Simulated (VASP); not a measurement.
A run of VASP 6.6.1:

POSCAR

```
KF
1.0
    0.0000000000      2.6589605792      2.6589605792
    2.6589605792      0.0000000000      2.6589605792
    2.6589605792      2.6589605792      0.0000000000
K F
1 1
Direct
    0.0000000000      0.0000000000      0.0000000000
    0.5000000000      0.5000000000      0.5000000000
```

Contents of INCAR.step1:

```
SYSTEM = KF
PREC = Accurate ; ENCUT = 520
ISMEAR = 0 ; SIGMA = 0.01
LREAL = .FALSE. ; LASPH = .TRUE.
NELM = 100 ; ISYM = 0
NBANDS = 15 ; GGA = PE
ALGO = Normal ; EDIFF = 1E-4
LWAVE = .TRUE. ; LCHARG = .FALSE.
```

File INCAR.step2:

```
SYSTEM = KF
PREC = Accurate ; ENCUT = 520
EDIFF = 1E-6 ; ISMEAR = 0
SIGMA = 0.01 ; LREAL = .FALSE.
LASPH = .TRUE. ; NELM = 100
ALGO = Normal ; ISIF = 2
LWAVE = .FALSE. ; LCHARG = .FALSE.
METAGGA = R2SCAN ; LMIXTAU = .TRUE.
ISYM = 0 ; NBANDS = 15
ISTART = 1
```

The input KPOINTS:

```
Automatic mesh
0
Gamma
  6 6 6
  0 0 0.5
```

Potentials or basis: VASP PAW PBE potentials, release 64 (K_sv, F).

Run with:

```console
$ cat potpaw_PBE.64/K_sv/POTCAR potpaw_PBE.64/F/POTCAR > POTCAR
$ cp INCAR.step1 INCAR
$ mpirun -np 1 vasp_std > vasp.out
$ cp INCAR.step2 INCAR
$ mpirun -np 1 vasp_std > vasp.out
```

Hardware: 1 thread of Intel(R) Xeon(R) Platinum 8259CL CPU @ 2.50GHz (Skylake/Cascade Lake) (shared host).

Q: Estimate the wall time of this run.

A: It took 11 min on 1 thread of Intel(R) Xeon(R) Platinum 8259CL CPU @ 2.50GHz (Skylake/Cascade Lake) (shared host), peak memory 0.34 GiB. Counts: k points 432.
